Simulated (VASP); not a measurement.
Wanted: the native input for a VASP 6.6.1 run.

| Property | Result |
| --- | --- |
| Task | single point |
| Functional | LDA |
| Potentials or basis | VASP PAW LDA potentials, release 64 (Na_pv) |
| Cutoff | 520 eV |
| k mesh | 16 × 16 × 16 |
| Occupations | gaussian, width 0.15 eV |
| Spin | no spin polarisation |
| Dipole correction | no |
| Further INCAR settings | ALGO = Normal; EDIFF = 1e-06; NBANDS = 10 |

The structure of Na lies in POSCAR:

```
Na
1.0
   -2.1175000000      2.0751500000      2.1175000000
    2.1175000000     -2.0751500000      2.1175000000
    2.1175000000      2.0751500000     -2.1175000000
Na
1
Direct
    0.0000000000      0.0000000000      0.0000000000
```

This cell differs from its parent crystal: strain -0.0200 x Voigt [0, 1, 0, 0, 0, 0].

One way to write it, as run:

INCAR

```
SYSTEM = Na
PREC = Accurate
ENCUT = 520
EDIFF = 1E-6
ISMEAR = 0
SIGMA = 0.15
LREAL = .FALSE.
LASPH = .TRUE.
NELM = 60
ALGO = Normal
ISIF = 2
LWAVE = .FALSE.
LCHARG = .FALSE.
NBANDS = 10
```

KPOINTS

```
regular mesh
0
G
  16 16 16
  0 0 0
```

Potentials or basis: VASP PAW LDA potentials, release 64 (Na_pv).

Run with:

```bash
$ cat potpaw_LDA.64/Na_pv/POTCAR > POTCAR
$ mpirun -np 1 vasp_std > vasp.out
```

Results of the run:

The pressure is -0.8 GPa.

Caveat: the cell differs from its parent crystal (strain -0.0200 x Voigt [0, 1, 0, 0, 0, 0]).

It took 52 s on 1 thread of Intel(R) Xeon(R) Platinum 8259CL CPU @ 2.50GHz (Skylake/Cascade Lake), on a shared host, peak memory 0.21 GiB.
